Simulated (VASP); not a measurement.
Crystal: TaH5.

```xyz
6
Lattice="-1.9375 2.5801 2.7553 1.9375 -2.5801 2.7553 1.9375 2.5801 -2.7553" Properties=species:S:1:pos:R:3 pbc="T T T"
Ta    1.9375    0.0000    0.0000
H     0.0000    2.5801    1.3039
H     1.9375    0.0000    1.4514
H     0.0000    0.0000    0.0000
H     0.0000    0.0000    3.2518
H     0.0000    0.0000    2.2587
```

The cell was generated, and may not be a known phase.

| Quantity | Value |
| --- | --- |
| Program | VASP 6.6.1 |
| Task | relaxation of cell and atoms |
| Functional | PBE |
| Potentials or basis | VASP PAW PBE potentials, release 64 (Ta_sv_GW, H) |
| Cutoff | 500 eV |
| k mesh | 6 × 6 × 6 |
| Occupations | gaussian, width 0.1 eV |
| Spin | no spin polarisation |

At the start: pressure 10.7 GPa; volume 9.18 Å³/atom.

Problem. Where does the relaxation end?

Solution. Over 36 steps the energy falls by 878.1 meV/atom and the volume is 6.97 Å³/atom (-24.1 %); space group Immm (No. 71, to 0.1 Å) before and after.

The path:
```csv
step,energy change (eV),largest force (eV/Å),pressure (GPa),volume (Å³)
1,0.0000,9.0960,10.72,55.09
2,-2.3742,1.6204,-17.73,59.18
3,-3.0765,1.8706,-13.24,57.60
4,-3.0829,1.8784,-12.83,57.52
5,-3.0847,1.8882,-12.22,57.40
6,-3.5806,1.0142,-6.91,52.36
7,-3.5857,1.4935,-6.23,51.93
8,-3.9070,0.8901,-4.11,47.41
9,-4.1529,0.6133,2.28,41.84
10,-4.1655,0.6529,5.48,40.13
11,-4.3395,0.3202,0.05,40.34
12,-4.4672,0.5661,-3.70,40.50
13,-4.4452,1.3394,-3.35,40.30
14,-4.5058,0.8909,-4.93,40.51
15,-4.6733,0.9629,-2.59,39.45
16,-4.9300,0.5868,5.09,36.71
17,-5.0656,0.3214,1.28,36.72
18,-5.0724,0.3590,0.29,36.72
19,-5.1124,0.3450,0.66,36.76
20,-5.1542,0.2949,1.81,36.85
21,-5.1547,0.2879,2.04,36.86
22,-5.1822,0.2050,1.63,37.46
23,-5.2109,0.1681,1.22,38.89
24,-5.2277,0.1838,-1.58,40.02
25,-5.2284,0.2312,-2.28,40.31
26,-5.2414,0.2189,-1.76,40.49
27,-5.2527,0.1986,-1.03,40.71
28,-5.2608,0.1344,0.61,41.11
29,-5.2610,0.1578,0.18,41.01
30,-5.2650,0.0455,0.97,41.16
31,-5.2651,0.0265,0.84,41.14
32,-5.2664,0.0636,-0.09,41.54
33,-5.2664,0.0662,-0.13,41.57
34,-5.2674,0.0492,-0.20,41.68
35,-5.2682,0.0626,-0.28,41.87
36,-5.2688,0.0178,0.25,41.84
```

Final structure:
```
Ta H
1.0
    -1.91793    1.55641    3.50373
     1.91793   -1.55641    3.50373
     1.91793    1.55641   -3.50373
Ta H
1 5
Cartesian
  1.9179 0.0000 0.0000
  0.0000 1.5564 1.6312
  1.9179 0.0000 1.8725
  0.0000 0.0000 0.0000
  0.0000 0.0000 4.5851
  0.0000 0.0000 2.4223
```

Caveat: the volume moved by over 15 % at a fixed basis, so the end points are rough.
